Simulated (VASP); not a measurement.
Input of a VASP 6.6.1 run:

The input INCAR:

```
ALGO = Normal ; DIPOL = 0.5 0.5 0.352
EDIFF = 1E-7 ; EDIFFG = -0.025
ENCUT = 520 ; GGA = PE
GGA_COMPAT = False ; IBRION = 2
IDIPOL = 3 ; ISIF = 2
ISMEAR = 0 ; LASPH = True
LCHARG = False ; LDIPOL = True
LREAL = False ; LWAVE = False
NELM = 120 ; NELMDL = -8
NELMIN = 4 ; NSW = 36
PREC = Accurate ; SIGMA = 0.1
```

Contents of KPOINTS:

```
k-points
0
Gamma
  12 12 1
```

File POSCAR:

```
Ir3O
1.0
    2.7367600872      0.0000000000      0.0000000000
   -1.3683800436      2.3701037596      0.0000000000
    0.0000000000      0.0000000000     19.8425800730
Ir O
3 1
Selective dynamics
Direct
    0.6666666667      0.3333333333      0.2015866881  F F F
    0.3333333333      0.6666666667      0.3110139949  F F F
    0.0000000000      0.0000000000      0.4204382718  F F F
    0.3333333333      0.6666666667      0.4739929746  F F T
```

Potentials or basis: VASP PAW PBE potentials, release 64 (Ir_sv_GW, O).

Run with:

```bash
$ cat potpaw_PBE.64/Ir_sv_GW/POTCAR potpaw_PBE.64/O/POTCAR > POTCAR
$ mpirun -np 1 vasp_std > vasp.out
```

Q: Predict the band gap on the k mesh.

A: Zero (an odd number of electrons rules out a gap without spin polarisation).

Q: What does it give for the energy gained by relaxing?

A: 80.6 meV/atom.

Final structure:
```xyz
4
Lattice="2.7368 0.0000 0.0000 -1.3684 2.3701 0.0000 0.0000 0.0000 19.8426" Properties=species:S:1:pos:R:3 pbc="T T T"
Ir    1.3684    0.7900    4.0000
Ir    0.0000    1.5801    6.1713
Ir    0.0000    0.0000    8.3426
O     0.0000    1.5801    9.6196
```

Caveat: spin-orbit coupling is left out, which moves the levels of the heavy elements.
